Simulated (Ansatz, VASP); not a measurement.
# F in VASP and in Ansatz

```xyz
2
Lattice="0.0000 2.4692 2.4692 2.4692 0.0000 2.4692 2.4692 2.4692 0.0000" Properties=species:S:1:pos:R:3 pbc="T T T"
F     0.0000    0.0000    0.0000
F     1.2346    1.2346    1.2346
```

Alike in both runs: task electric field gradients; functional r2SCAN; k mesh 16 × 16 × 16; occupations fermi-dirac, width 0.05 eV; no spin polarisation.

|  | VASP | Ansatz |
| --- | --- | --- |
| version | VASP 6.6.1 | Ansatz 0.2.0 |
| potentials or method | VASP PAW PBE potentials, release 64 (F), cutoff 520 eV | all-electron PAW with datasets made for the crystal, scalar-relativistic |

```tsv
	VASP	Ansatz	Ansatz less VASP
gap on the k mesh at the Fermi level (eV)	none	none	-
pressure (GPa)	-4.3	-3.7	+0.52
```

VASP's potentials were made for PBE, not for r2SCAN. A gap of «none» marks a metal or a gap that the smearing closes. Ansatz ran all-electron here, and VASP with PAW potentials.
